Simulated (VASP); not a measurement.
A run of VASP 6.6.1 is set up as follows.

Contents of INCAR:

```
SYSTEM = N
  PREC = Accurate
  ENCUT = 520
  EDIFF = 1E-6
  ISMEAR = 0
  SIGMA = 0.05
  LREAL = .False.
  LASPH = .True.
  NELM = 100
  ALGO = Normal
  ISIF = 2
  LWAVE = .False.
  LCHARG = .False.
  GGA = PE
  NBANDS = 12
```

File KPOINTS:

```
Automatic mesh
0
Gamma
  12 12 12
  0 0 0
```

POSCAR

```
N
1.0
    2.5194737886      0.0000000000      0.0000000000
   -1.2597368943      2.1819283051      0.0000000000
    0.0000000000      0.0000000000      2.4460020000
N
2
Direct
    0.6666666700      0.3333333300      0.2500000000
    0.3333333300      0.6666666700      0.7500000000
```

Potentials or basis: VASP PAW PBE potentials, release 64 (N).

Launch:

```sh
$ cat potpaw_PBE.64/N/POTCAR > POTCAR
$ mpirun -np 1 vasp_std > vasp.out
```

Question: Estimate the pressure.

Answer: 9.9 GPa.

Question: Predict the band gap on the k mesh.

Answer: Zero (band 5 reaches 8.13 eV, above the bottom of band 6 at 3.18 eV).

Stress tensor (GPa, compression positive):
```
13.67  0.00  0.00
 0.00 13.67  0.00
 0.00  0.00  2.45
```
